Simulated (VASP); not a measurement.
A run of VASP 6.6.1 is set up as follows.

The input POSCAR:

```
Au
1.0
    1.5574436919      0.8991905347      7.5270276373
   -1.5574436919      0.8991905347      7.5270276373
    0.0000000000     -1.7983810696      7.5270276373
Au
3
Direct
    0.0000000000      0.0000000000      0.0000000000
    0.2222200000      0.2222200000      0.2222200000
    0.7777800000      0.7777800000      0.7777800000
```

The input INCAR.step1:

```
SYSTEM = Au
PREC = Accurate
ENCUT = 600
ISMEAR = 0
SIGMA = 0.1
LREAL = .False.
LASPH = .True.
NELM = 100
GGA = PE
ALGO = Normal
EDIFF = 1E-4
LWAVE = .True.
LCHARG = .False.
```

INCAR.step2

```
SYSTEM = Au
PREC = Accurate
ENCUT = 600
EDIFF = 1E-6
ISMEAR = 0
SIGMA = 0.1
LREAL = .False.
LASPH = .True.
NELM = 100
ALGO = Normal
ISIF = 3
LWAVE = .False.
LCHARG = .False.
METAGGA = R2SCAN
LMIXTAU = .True.
IBRION = 2
NSW = 90
EDIFFG = -0.04
ISTART = 1
```

The input KPOINTS:

```
Automatic mesh
0
Gamma
  6 6 6
  0 0 0
```

Potentials or basis: VASP PAW PBE potentials, release 64 (Au).

Run with:

```sh
$ cat potpaw_PBE.64/Au/POTCAR > POTCAR
$ cp INCAR.step1 INCAR
$ mpirun -np 1 vasp_std > vasp.out
$ cp INCAR.step2 INCAR
$ mpirun -np 1 vasp_std > vasp.out
```

Problem. What does it give for the relaxed cell?

Solution. a = 7.289 Å, b = 7.289 Å, c = 7.289 Å, α = 23.30°, β = 23.30°, γ = 23.30°.

Problem. Predict the space group after relaxing (to 0.05 Å).

Solution. R-3m (No. 166).

Forces on the atoms (eV/Å):
```
Au   0.000  0.000  0.000
Au   0.000  0.000  0.030
Au   0.000  0.000 -0.030
```

Caveat: the k points lie up to 0.41 Å⁻¹ apart in the final cell; the PAW data sets were made with another functional, which shifts forces and pressure a little.
